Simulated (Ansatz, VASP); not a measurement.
**Two plane-wave programs on O**

```
O
1.0
     2.87029   -1.67343    0.00000
     2.87029    1.67343    0.00000
    -2.41035    0.00000    3.67120
O
2
Direct
  0.97455 0.97455 0.84443
  0.02545 0.02545 0.15557
```

Alike in both runs: task single point; functional r2SCAN; k mesh 10 × 10 × 7; occupations fermi-dirac, width 0.05 eV; no spin polarisation.

```csv
,VASP,Ansatz
version,VASP 6.6.1,Ansatz 0.2.0
potentials or method,"VASP PAW PBE potentials, release 64 (O)",Ansatz PAW
plane-wave cutoff (eV),520,500
valence electrons in the cell,12,12
```

Ansatz gave:

| Property | Result |
| --- | --- |
| gap on the k mesh at the Fermi level (eV) | none |
| pressure (GPa) | -5.6 |
| traceless stress, the component that is largest in VASP (GPa) | 3.35 |
| rms of the force components (eV/Å) | 0.897 |

Q: Estimate VASP's values.

A: gap on the k mesh at the Fermi level (eV): none; pressure (GPa): -3.7; traceless stress, the component that is largest in VASP (GPa): 2.07; rms of the force components (eV/Å): 0.223.

VASP's potentials were made for PBE, not for r2SCAN. Atom by atom the forces differ by 0.687 eV/Å (rms over components). A gap of «none» marks a metal or a gap that the smearing closes. One of these differences is far larger than is usual between the two programs; its cause wasn't traced. With one functional, cell and mesh, what is left measures potentials, basis and numerics.

Noted on VASP's run: the standard files for N, O and F lose accuracy on very short bonds; spin is off for a triplet molecule. Noted on Ansatz's run: spin is off for a triplet molecule.
